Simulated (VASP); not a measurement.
TaSiO4:

```
Ta Si O
1.0
     3.66604    0.00000    0.00000
    -1.83302    3.17489    0.00000
     0.00000    0.00000    7.25565
Ta Si O
1 1 4
Direct
  0.00000 0.00000 0.50000
  0.00000 0.00000 0.00000
  0.00000 0.00000 0.78316
  0.00000 0.00000 0.21684
  0.33333 0.66667 0.50000
  0.66667 0.33333 0.50000
```

Base run:

* Program: VASP 6.6.1
* Functional: PBE
* Potentials or basis: VASP PAW PBE potentials, release 64 (Ta_sv_GW, Si, O)
* Cutoff: 600 eV
* k mesh: 12 × 12 × 6
* Occupations: gaussian, width 0.1 eV
* Spin: no spin polarisation

Its results: pressure 0.0 GPa; largest force 0.117 eV/Å.

Problem. The run is repeated on the same cell with these changes: potentials or basis from VASP PAW PBE potentials, release 64 (Ta_sv_GW, Si, O) to VASP PAW PBE potentials, release 64 (Ta_pv, Si, O); cutoff from 600 eV to 520 eV; further incar settings from ALGO = Normal; EDIFF = 1e-06; NBANDS = 30 to ALGO = Normal; EDIFF = 1e-06; NBANDS = 28; valence electrons from 41 to 39. What comes out?

Solution. Pressure 0.4 GPa; largest force 0.116 eV/Å.

Caveats: an odd number of electrons without spin polarisation forces a metal; a magnetic or distorted state may lie lower.
